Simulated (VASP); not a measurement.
# Ni: single point with LDA

Ni:

```
Ni
1.0
    -1.43699    1.43699    1.43699
     1.43699   -1.43699    1.43699
     1.43699    1.43699   -1.43699
Ni
1
Direct
  0.00000 0.00000 0.00000
```

This cell differs from its parent crystal: volume scaled by 1.12.

- Program: VASP 6.6.1
- Task: single point
- Functional: LDA
- Potentials or basis: VASP PAW LDA potentials, release 64 (Ni)
- Cutoff: 520 eV
- k mesh: 17 × 17 × 17
- Occupations: fermi-dirac, width 0.05 eV
- Spin: collinear spin, ferromagnetic start
- Starting moments: [1.5] μB
- Dipole correction: no
- Further INCAR settings: ALGO = Normal; EDIFF = 1e-07; NBANDS = 15

- Pressure: -26.6 GPa
- Net moment: 0.54 μB per cell
- Site moments: Ni +0.55 μB
- Valence electrons inside the program's atomic spheres: Ni 9.19

Levels at points of the mesh, in eV from the Fermi level:
Spin up:
```
           k point  band 1  band 2  band 3  band 4  band 5  band 6  band 7  band 8  band 9  band 10
(0.00, 0.00, 0.00)   -8.30   -2.04   -2.04   -2.04   -0.79   -0.79   25.61   25.61   25.61    29.87
```
Spin down:
| k point | band 3 | band 4 | band 5 | band 6 | band 7 | band 8 |
| --- | --- | --- | --- | --- | --- | --- |
| (0.00, 0.00, 0.00) | -1.48 | -1.48 | -0.31 | -0.31 | 25.59 | 25.59 |

Run time: 31 s on 1 thread of AMD EPYC 9R45 96-Core Processor (Zen 5) (shared host), peak memory 0.12 GiB.
